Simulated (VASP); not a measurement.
Input of a VASP 6.6.1 run:

The input POSCAR:

```
AlN
1.0
    0.0000000000      2.1839935596      2.1839935596
    2.1839935596      0.0000000000      2.1839935596
    2.1839935596      2.1839935596      0.0000000000
Al N
1 1
Direct
    0.0647535592     -0.0647535592      0.0000000000
    0.7500000000      0.7500000000      0.7500000000
```

File INCAR.step1:

```
SYSTEM = AlN
ALGO     = Normal         ! electronic algorithm
EDIFF    = 1E-4           ! SCF threshold, eV
ENCUT    = 520            ! plane-wave cutoff, eV
GGA      = PE             ! functional
ISMEAR   = 0              ! smearing method
LASPH    = .TRUE.         ! aspherical terms in the spheres
LCHARG   = .FALSE.        ! write CHGCAR
LREAL    = .FALSE.        ! projectors in reciprocal space
LWAVE    = .TRUE.         ! write WAVECAR
NBANDS   = 11             ! bands
NELM     = 60             ! most SCF steps
PREC     = Accurate       ! precision mode
SIGMA    = 0.05           ! smearing width, eV
```

File INCAR.step2:

```
SYSTEM = AlN
ALGO     = Normal         ! electronic algorithm
EDIFF    = 1E-6           ! SCF threshold, eV
ENCUT    = 520            ! plane-wave cutoff, eV
ISIF     = 2              ! what is computed and relaxed
ISMEAR   = 0              ! smearing method
ISTART   = 1            
LASPH    = .TRUE.         ! aspherical terms in the spheres
LCHARG   = .TRUE.         ! write CHGCAR
LELF     = .TRUE.         ! ELF
LMIXTAU  = .TRUE.       
LREAL    = .FALSE.        ! projectors in reciprocal space
LVHAR    = .TRUE.       
LWAVE    = .FALSE.        ! write WAVECAR
METAGGA  = R2SCAN         ! meta-GGA
NBANDS   = 11             ! bands
NELM     = 60             ! most SCF steps
PREC     = Accurate       ! precision mode
SIGMA    = 0.05           ! smearing width, eV
```

KPOINTS

```
k-points
0
G
  10 10 10
  0 0 0
```

Potentials or basis: VASP PAW PBE potentials, release 64 (Al, N).

Launch:

```console
$ cat potpaw_PBE.64/Al/POTCAR potpaw_PBE.64/N/POTCAR > POTCAR
$ cp INCAR.step1 INCAR
$ mpirun -np 1 vasp_std > vasp.out
$ cp INCAR.step2 INCAR
$ mpirun -np 1 vasp_std > vasp.out
```

(1) What does it give for the band gap on the k mesh?

(2) Estimate the pressure.

(3) Predict the largest force.

Answers

(1) 3.40 eV (least direct gap 4.30 eV).

(2) 5.2 GPa.

(3) 3.486 eV/Å.

Caveat: the cell differs from its parent crystal (all Al atoms moved -0.200 Å, as atom 1 along Cartesian [1 -1 0]); the cell stands under pressure; the PAW data sets were made with another functional, which shifts forces and pressure a little.
